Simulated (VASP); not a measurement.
# AgB2 (P6/mmm) in VASP: a series of runs, part 2 of 2

VASP 6.6.1. Earlier steps stand in the parts before.

### 4 Single point, PBEsol

This run uses another cell than the first one, of 10.45 Å³/atom.

INCAR

```
SYSTEM = AgB2
  PREC = Accurate
  ENCUT = 520
  EDIFF = 1E-7
  ISMEAR = 1
  SIGMA = 0.05
  LREAL = .FALSE.
  LASPH = .TRUE.
  NELM = 100
  ALGO = Normal
  ISIF = 2
  LWAVE = .FALSE.
  LCHARG = .FALSE.
  GGA = PS
  NBANDS = 16
```

KPOINTS

```
Automatic mesh
0
G
  8 8 5
  0 0 0
```

POSCAR

```
AgB2
1.0
    3.0405813767      0.0000000000      0.0000000000
   -1.5202906884      2.6332207145      0.0000000000
    0.0000000000      0.0000000000      3.9144618538
Ag B
1 2
Direct
    0.0000000000      0.0000000000      0.0000000000
    0.3333333333      0.6666666667      0.5000000000
    0.6666666667      0.3333333333      0.5000000000
```

Potentials or basis: VASP PAW PBE potentials, release 64 (Ag, B).

Started as:

```bash
> cat potpaw_PBE.64/Ag/POTCAR potpaw_PBE.64/B/POTCAR > POTCAR
> mpirun -np 1 vasp_std > vasp.out
```

OUTCAR:

```text
SYSTEM = AgB2
   PREC = Accurate
   ENCUT = 520
   EDIFF = 1E-7
   ISMEAR = 1
   LREAL = .FALSE.
   LASPH = .TRUE.
   NELM = 100
   ISIF = 2
   GGA = PS

 ion  position               nearest neighbor table
   1  0.000  0.000  0.000-   2 2.63   3 2.63   2 2.63   3 2.63   3 2.63   3 2.63   2 2.63   2 2.63
                             3 2.63   3 2.63   2 2.63   2 2.63
   2  0.333  0.667  0.500-   3 1.76   3 1.76   3 1.76   1 2.63   1 2.63   1 2.63   1 2.63   1 2.63
                             1 2.63
   3  0.667  0.333  0.500-   2 1.76   2 1.76   2 1.76   1 2.63   1 2.63   1 2.63   1 2.63   1 2.63
                             1 2.63

  LATTYP: Found a hexagonal cell.
 ALAT       =     3.0405813767
 C/A-ratio  =     1.2874057191

  Lattice vectors:

 A1 = (   3.0405813767,   0.0000000000,   0.0000000000)
 A2 = (  -1.5202906884,   2.6332207145,   0.0000000000)
 A3 = (   0.0000000000,   0.0000000000,   3.9144618538)

Analysis of symmetry for initial positions (statically):
=====================================================================
 Subroutine PRICEL returns:
 Original cell was already a primitive cell.

 Routine SETGRP: Setting up the symmetry group for a
 hexagonal supercell.

 Subroutine GETGRP returns: Found 24 space group operations
 (whereof 24 operations were pure point group operations)
 out of a pool of 24 trial point group operations.

The static configuration has the point symmetry D_6h.

Analysis of symmetry for dynamics (positions and initial velocities):
=====================================================================
 Subroutine PRICEL returns:
 Original cell was already a primitive cell.

 Routine SETGRP: Setting up the symmetry group for a
 hexagonal supercell.

 Subroutine GETGRP returns: Found 24 space group operations
 (whereof 24 operations were pure point group operations)
 out of a pool of 24 trial point group operations.

The dynamic configuration has the point symmetry D_6h.

 Subroutine INISYM returns: Found 24 space group operations
 (whereof 24 operations are pure point group operations),
 and found     1 'primitive' translations

----------------------------------------------------------------------------------------

                                     Primitive cell

  volume of cell :      31.3412

  direct lattice vectors                    reciprocal lattice vectors
     3.040581377  0.000000000  0.000000000     0.328884472  0.189881538  0.000000000
    -1.520290688  2.633220715  0.000000000     0.000000000  0.379763077  0.000000000
     0.000000000  0.000000000  3.914461854     0.000000000  0.000000000  0.255462957

  length of vectors
     3.040581377  3.040581377  3.914461854     0.379763077  0.379763077  0.255462957

  position of ions in fractional coordinates (direct lattice)
     0.000000000  0.000000000  0.000000000
     0.333333333  0.666666667  0.500000000
     0.666666667  0.333333333  0.500000000

  ion indices of the primitive-cell ions
   primitive index   ion index
                 1           1
                 2           2
                 3           3

----------------------------------------------------------------------------------------

 KPOINTS: Automatic mesh

[... 24 lines left out ...]
  0.000000  0.000000  0.000000      1.000000
  0.125000  0.000000  0.000000      6.000000
  0.250000  0.000000  0.000000      6.000000
  0.375000  0.000000  0.000000      6.000000
  0.500000  0.000000  0.000000      3.000000
  0.125000  0.125000  0.000000      6.000000
[... 16 lines left out ...]
  0.250000  0.000000  0.400000     12.000000
  0.375000  0.000000  0.400000     12.000000
 [... further k-points ...]
   k-points           NKPTS =     30   k-points in BZ     NKDIM =     30   number of bands    NBANDS=     16
   number of dos      NEDOS =    301   number of ions     NIONS =      3
   total plane-waves  NPLWV =  17280
   dimension x,y,z NGX =    24 NGY =   24 NGZ =   30
   dimension x,y,z NGXF=    48 NGYF=   48 NGZF=   60
   ions per type =               1   2
   NGX,Y,Z   is equivalent  to a cutoff of  13.12, 13.12, 12.74 a.u.
   NGXF,Y,Z  is equivalent  to a cutoff of  26.24, 26.24, 25.48 a.u.
 SYSTEM =  AgB2
   PREC   = accura    normal or accurate (medium, high low for compatibility)
   ISTART =      0    job   : 0-new  1-cont  2-samecut
   ICHARG =      2    charge: 1-file 2-atom 10-const
   ISPIN  =      1    spin polarized calculation?
   LNONCOLLINEAR =      F non collinear calculations
   LSORBIT =      F    spin-orbit coupling
   LASPH  =      T    aspherical Exc in radial PAW
   ENCUT  =  520.0 eV  38.22 Ry    6.18 a.u.   5.65  5.65  7.28*2*pi/ulx,y,z
   NELM   =    100;   NELMIN=  2; NELMDL= -5     # of ELM steps
   EDIFF  = 0.1E-06   stopping-criterion for ELM
   LREAL  =      F    real-space projection
   EDIFFG = 0.1E-05   stopping-criterion for IOM
   NSW    =      0    number of steps for IOM
   IBRION =     -1    ionic relax: 0-MD 1-quasi-New 2-CG
   NFREE  =      0    steps in history (QN), initial steepest desc. (CG)
   ISIF   =      2    stress and relaxation
   ISYM   =      2    0-nonsym 1-usesym 2-fastsym
   POTIM  = 0.5000    time-step for ionic-motion
   TEBEG  =    0.0;   TEEND  =   0.0 temperature during run
   PSTRESS=    0.0 pullay stress
   NELECT =      17.0000    total number of electrons
   NUPDOWN=      -1.0000    fix difference up-down
   EMIN   =  10.00;   EMAX   =-10.00  energy-range for DOS
   EFERMI =   0.00;   METHOD = LEGACY
   ISMEAR =     1;   SIGMA  =   0.05  broadening in eV -4-tet -1-fermi 0-gaus
   EFERMI_NEDOS =   21; number of points for ismear=-14 and -15
   IALGO  =     38    algorithm
   IMIX   =      4    mixing-type and parameters
     AMIX     =   0.40;   BMIX     =  1.00
     AMIX_MAG =   1.60;   BMIX_MAG =  1.00
  volume/ion in A,a.u.               =      10.45        70.50
  Fermi-wavevector in a.u.,A,eV,Ry     =   1.335116  2.523004 24.252874  1.782536
  Thomas-Fermi vector in A             =   2.463845
   LORBIT       =      0    0 simple, 1 ext, 2 COOP (PROOUT), +10 PAW based schemes
   GGA     = PS    functional components
   LHFCALC =     F    Hartree Fock is set to
   AEXX    =    0.0000 exact exchange contribution
   IVDW    =     0    specifies the selected vdW correction
   LEPSILON=     F    determine dielectric tensor
   LRPA    =     F    only Hartree local field effects (RPA)
 non-spin polarized calculation
 Methfessel and Paxton  Order N= 1 SIGMA  =   0.05
  energy-cutoff  :      520.00
  volume of cell :       31.34
 maximum number of plane-waves:       858
 NGX is ok and might be reduce to    24
   NGX = 11   NGY = 11   NGZ = 15

 number of electron      17.0000002 magnetization

 Free energy of the ion-electron system (eV)
  ---------------------------------------------------
  ext. energy  EPLUGINS =         0.00000000
  ---------------------------------------------------
  free energy    TOTEN  =       -15.79476803 eV

  energy without entropy =      -15.79328034  energy(sigma->0) =      -15.79427213

 E-fermi :   7.4765     XC(G=0): -12.2676

 val. band max:        7.4531613155   @ k =   0.1250   0.0000   0.4000
 cond. band min:       7.4886169891   @ k =   0.2500   0.0000   0.4000
 fundamental gap:      0.0354556735
 Fermi energy:         7.4765480914

 k-point     1 :       0.0000    0.0000    0.0000
  band No.  band energies     occupation
      1      -4.9300      2.00000
      2       1.4888      2.00000
      3       2.3169      2.00000
      4       2.3169      2.00000
      5       3.2667      2.00000
      6       3.2667      2.00000
[... 433 lines left out ...]
      3       1.5677      2.00000
      4       2.3782      2.00000
      5       3.0468      2.00000
      6       3.3293      2.00000
[... 8 lines left out ...]
     15      21.1868      0.00000
     16      21.9376      0.00000

 [... further k-points ...]

------------------------ aborting loop because EDIFF is reached ----------------------------------------

  FORCE on cell =-STRESS in cart. coord.  units (eV):
  Direction    XX          YY          ZZ          XY          YZ          ZX
  --------------------------------------------------------------------------------------
  -------------------------------------------------------------------------------------
  Total       -0.6941276     -0.6941276     -0.5114568      0.0000000      0.0000000      0.0000000
  in kB      -35.4841101    -35.4841101    -26.1459007      0.0000000      0.0000000      0.0000000
  external PRESSURE =     -32.3713737 kB  Pullay stress =       0.0000000 kB

 VOLUME and BASIS-vectors are now :
 -----------------------------------------------------------------------------
  energy-cutoff  :      520.00
  volume of cell :       31.34
      direct lattice vectors                 reciprocal lattice vectors
     3.040581377  0.000000000  0.000000000     0.328884472  0.189881538  0.000000000
    -1.520290688  2.633220715  0.000000000     0.000000000  0.379763077  0.000000000
     0.000000000  0.000000000  3.914461854     0.000000000  0.000000000  0.255462957

 POSITION                                       TOTAL-FORCE (eV/Angst)
 -----------------------------------------------------------------------------------
      0.00000      0.00000      0.00000         0.000000     -0.000000     -0.000000
     -0.00000      1.75548      1.95723         0.000000     -0.000000     -0.000000
      1.52029      0.87774      1.95723        -0.000000      0.000000      0.000000
 -----------------------------------------------------------------------------------
    total drift:                               -0.000000      0.000000      0.000000

  FREE ENERGIE OF THE ION-ELECTRON SYSTEM (eV)
  ---------------------------------------------------
  free  energy   TOTEN  =       -15.7947680324 eV

  energy  without entropy=      -15.7932803365  energy(sigma->0) =      -15.79427213
```

OSZICAR:

```text
N       E                     dE             d eps       ncg     rms          rms(c)
DAV:   1     0.647863832404E+02    0.64786E+02   -0.77132E+03   960   0.959E+02
DAV:   2    -0.178736445699E+02   -0.82660E+02   -0.73679E+02  1304   0.212E+02
DAV:   3    -0.196225372114E+02   -0.17489E+01   -0.17429E+01  1072   0.318E+01
DAV:   4    -0.196272315872E+02   -0.46944E-02   -0.46941E-02  1272   0.179E+00
DAV:   5    -0.196272644834E+02   -0.32896E-04   -0.32895E-04  1072   0.149E-01    0.114E+01
DAV:   6    -0.162483947232E+02    0.33789E+01   -0.84761E+00  1176   0.436E+01    0.122E+01
DAV:   7    -0.158438260386E+02    0.40457E+00   -0.17923E+00   960   0.155E+01    0.432E+00
DAV:   8    -0.157994710212E+02    0.44355E-01   -0.16774E-01  1104   0.406E+00    0.103E+00
DAV:   9    -0.157954258393E+02    0.40452E-02   -0.63985E-03  1128   0.126E+00    0.389E-01
DAV:  10    -0.157960130602E+02   -0.58722E-03   -0.24449E-03  1056   0.571E-01    0.178E-01
DAV:  11    -0.157947688790E+02    0.12442E-02   -0.79415E-04  1048   0.446E-01    0.252E-02
DAV:  12    -0.157947702045E+02   -0.13255E-05   -0.14265E-04  1208   0.931E-02    0.102E-02
DAV:  13    -0.157947684655E+02    0.17390E-05   -0.51531E-06  1040   0.203E-02    0.395E-03
DAV:  14    -0.157947683511E+02    0.11436E-06   -0.11218E-07   960   0.245E-03    0.310E-03
DAV:  15    -0.157947680366E+02    0.31446E-06   -0.25758E-07  1064   0.804E-03    0.612E-04
DAV:  16    -0.157947680324E+02    0.42230E-08   -0.41085E-08   576   0.215E-03
   1 F= -.15794768E+02 E0= -.15794272E+02  d E =-.148770E-02
```

stdout:

```text
POSCAR found type information on POSCAR AgB
 POSCAR found :  2 types and       3 ions
 scaLAPACK will be used
 -----------------------------------------------------------------------------
|                                                                             |
|                                                                             |
|     You enforced a specific xc type in the INCAR file but a different       |
|     I HOPE YOU KNOW WHAT YOU ARE DOING!                                     |
|                                                                             |
 -----------------------------------------------------------------------------

 LDA part: xc-table for (Slater+PW92), standard interpolation
 POSCAR, INCAR and KPOINTS ok, starting setup
 FFT: planning ... GRIDC
 FFT: planning ... GRID_SOFT
 FFT: planning ... GRID
 WAVECAR not read
 entering main loop
```

Run time: 32 s. Hardware: 1 thread of Intel Xeon 8259CL, shared host; peak memory 0.15 GiB.

Results:

```
Free energy            : -15.7948 eV
Pressure               : -3.2 GPa
Band gap on the k mesh : zero (an odd number of electrons rules out a gap without spin polarisation)
```

Caveat: the cell stands under tension; the PAW data sets were made with another functional, which shifts forces and pressure a little.

### 5 Single point, PBEsol

This run uses another cell than the first one, of 10.31 Å³/atom.

INCAR

```
PREC     = Accurate       # precision mode
ENCUT    = 520            # plane-wave cutoff, eV
EDIFF    = 1E-7           # SCF threshold, eV
ISMEAR   = 1              # smearing method
SIGMA    = 0.05           # smearing width, eV
LREAL    = False          # projectors in reciprocal space
LASPH    = True           # aspherical terms in the spheres
NELM     = 80             # most SCF steps
ALGO     = Normal         # electronic algorithm
ISIF     = 2              # what is computed and relaxed
LWAVE    = False          # write WAVECAR
LCHARG   = False          # write CHGCAR
GGA      = PS             # functional
NBANDS   = 16             # bands
```

KPOINTS

```
regular mesh
0
Gamma
  8 8 4
```

POSCAR

```
AgB2
1.0
    3.0053586766      0.0000000000      0.0000000000
   -1.5026793383      2.6027169614      0.0000000000
    0.0000000000      0.0000000000      3.9554319026
Ag B
1 2
Direct
    0.0000000000      0.0000000000      0.0000000000
    0.3333333333      0.6666666667      0.5000091857
    0.6666666667      0.3333333333      0.4999908143
```

Potentials or basis: VASP PAW PBE potentials, release 64 (Ag, B).

Started as:

```bash
> cat potpaw_PBE.64/Ag/POTCAR potpaw_PBE.64/B/POTCAR > POTCAR
> mpirun -np 1 vasp_std > vasp.out
```

OUTCAR:

```text
PREC = Accurate
   ENCUT = 520
   EDIFF = 1E-7
   ISMEAR = 1
   LREAL = False
   LASPH = True
   NELM = 80
   ISIF = 2
   GGA = PS

 ion  position               nearest neighbor table
   1  0.000  0.000  0.000-   2 2.63   3 2.63   2 2.63   3 2.63   3 2.63   2 2.63   2 2.63   3 2.63
                             3 2.63   2 2.63   2 2.63   3 2.63
   2  0.333  0.667  0.500-   3 1.74   3 1.74   3 1.74   1 2.63   1 2.63   1 2.63   1 2.63   1 2.63
                             1 2.63
   3  0.667  0.333  0.500-   2 1.74   2 1.74   2 1.74   1 2.63   1 2.63   1 2.63   1 2.63   1 2.63
                             1 2.63

  LATTYP: Found a hexagonal cell.
[... 655 lines left out ...]
  --------------------------------------------------------------------------------------
  -------------------------------------------------------------------------------------
  Total        0.0364338      0.0364338     -0.0764022      0.0000000      0.0000000      0.0000000
  in kB        1.8866768      1.8866768     -3.9563901      0.0000000      0.0000000      0.0000000
  external PRESSURE =      -0.0610121 kB  Pullay stress =       0.0000000 kB

 VOLUME and BASIS-vectors are now :
 -----------------------------------------------------------------------------
  energy-cutoff  :      520.00
  volume of cell :       30.94
      direct lattice vectors                 reciprocal lattice vectors
     3.005358677  0.000000000  0.000000000     0.332738986  0.192106943  0.000000000
    -1.502679338  2.602716961  0.000000000     0.000000000  0.384213887  0.000000000
     0.000000000  0.000000000  3.955431903     0.000000000  0.000000000  0.252816892

 POSITION                                       TOTAL-FORCE (eV/Angst)
 -----------------------------------------------------------------------------------
      0.00000      0.00000      0.00000         0.000000      0.000000      0.000000
     -0.00000      1.73514      1.97775         0.000000     -0.000000     -0.000382
      1.50268      0.86757      1.97768        -0.000000      0.000000      0.000382
 -----------------------------------------------------------------------------------
    total drift:                               -0.000000      0.000000     -0.000000

  FREE ENERGIE OF THE ION-ELECTRON SYSTEM (eV)
  ---------------------------------------------------
  free  energy   TOTEN  =       -15.7942640071 eV

  energy  without entropy=      -15.7940145389  energy(sigma->0) =      -15.79418085
```

stdout:

```text
POSCAR found type information on POSCAR AgB
 POSCAR found :  2 types and       3 ions
 scaLAPACK will be used
 -----------------------------------------------------------------------------
|                                                                             |
|                                                                             |
|     You enforced a specific xc type in the INCAR file but a different       |
|     I HOPE YOU KNOW WHAT YOU ARE DOING!                                     |
|                                                                             |
 -----------------------------------------------------------------------------

 LDA part: xc-table for (Slater+PW92), standard interpolation
 POSCAR, INCAR and KPOINTS ok, starting setup
 FFT: planning ... GRIDC
 FFT: planning ... GRID_SOFT
 FFT: planning ... GRID
 WAVECAR not read
 entering main loop
```

Run time: 38 s. Hardware: 1 thread of Intel Xeon 8259CL, shared host; peak memory 0.15 GiB.

What came out:

```yaml
Free_energy: -15.7943 eV
Pressure: 0.0 GPa
Band_gap_on_the_k_mesh: zero (an odd number of electrons rules out a gap without spin polarisation)
```

Caveat: the k points lie up to 0.40 Å⁻¹ apart, too coarse for converged energies and pressures of a metal; the PAW data sets were made with another functional, which shifts forces and pressure a little.

### 6 The runs side by side

| cell | k mesh | gap on the mesh (eV) | pressure (GPa) |
| --- | --- | --- | --- |
| a = 3.000, b = 3.000, c = 3.863 Å, angles 90.0, 90.0, 120.0°, 3 atoms | 8 × 8 × 5 | none | 3.7 |
| a = 3.021, b = 3.021, c = 3.889 Å, angles 90.0, 90.0, 120.0°, 3 atoms | 8 × 8 × 5 | none | 0.0 |
| a = 3.041, b = 3.041, c = 3.914 Å, angles 90.0, 90.0, 120.0°, 3 atoms | 8 × 8 × 5 | none | -3.2 |
| a = 3.005, b = 3.005, c = 3.955 Å, angles 90.0, 90.0, 120.0°, 3 atoms | 8 × 8 × 4 | none | 0.0 |

Alike in all rows: task single point; level PBEsol; potentials or basis VASP PAW PBE potentials, release 64 (Ag, B); no spin polarisation; cutoff (eV) 520; smearing methfessel-paxton 0.05 eV.

Caveats: some runs use coarse meshes; the PAW data sets were made with another functional, which shifts forces and pressure a little; the cell stands under pressure (at least some runs); the cell stands under tension (at least some runs).

Total energies depend on the potentials used, so only differences within one code and one set of settings carry meaning.
